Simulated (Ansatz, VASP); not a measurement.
# Lu: VASP beside Ansatz

```
Lu
1.0
     3.38323    0.00000    0.00000
    -1.69161    2.92996    0.00000
     0.00000    0.00000    5.23687
Lu
2
Direct
  0.33333 0.66667 0.75000
  0.66667 0.33333 0.25000
```

Alike in both runs: functional LDA; k mesh 14 × 14 × 8; occupations gaussian, width 0.05 eV; no spin polarisation.

Ansatz relaxed the structure, and its values are those at the end. VASP's run is a single point on that final structure, the one shown.

```csv
,VASP,Ansatz
version,VASP 6.6.1,Ansatz 0.2.0
potentials or method,"VASP PAW PBE potentials, release 64 (Lu), cutoff 520 eV","scalar-relativistic, plane waves, PAW"
valence electrons in the cell,50,50
```

|  | VASP | Ansatz | Ansatz less VASP |
| --- | --- | --- | --- |
| pressure (GPa) | 0.2 | 0.0 | -0.23 |

VASP's potentials were made for PBE, not for LDA. LDA's correlation is that of Perdew and Zunger in VASP and of Perdew and Wang (1992) in Ansatz.

Spin-orbit coupling is off throughout.
